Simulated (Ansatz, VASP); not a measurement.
## F: VASP beside Ansatz

```xyz
2
Lattice="9.0000 0.0000 0.0000 0.0000 9.5000 0.0000 0.0000 0.0000 10.0000" Properties=species:S:1:pos:R:3 pbc="T T T"
F     4.5000    4.7500    4.3081
F     4.5000    4.7500    5.6919
```

Alike in both runs: functional LDA; k mesh 1 × 1 × 1; occupations fermi-dirac, width 0.02 eV; no spin polarisation.

Ansatz relaxed the structure, and its values are those at the end. VASP's run is a single point on that final structure, the one shown.

|  | VASP | Ansatz |
| --- | --- | --- |
| version | VASP 6.6.1 | Ansatz 0.2.0 |
| potentials or method | VASP PAW LDA potentials, release 64 (F), cutoff 520 eV | plane waves, PAW |
| valence electrons in the cell | 14 | 14 |

|  | VASP | Ansatz | Ansatz less VASP |
| --- | --- | --- | --- |
| rms of the force components (eV/Å) | 0.356 | 0.008 | -0.3482 |

LDA's correlation is that of Perdew and Zunger in VASP and of Perdew and Wang (1992) in Ansatz. One of these differences is far larger than is usual between the two programs; its cause wasn't traced. Ansatz's warnings: stress scf threshold loose.
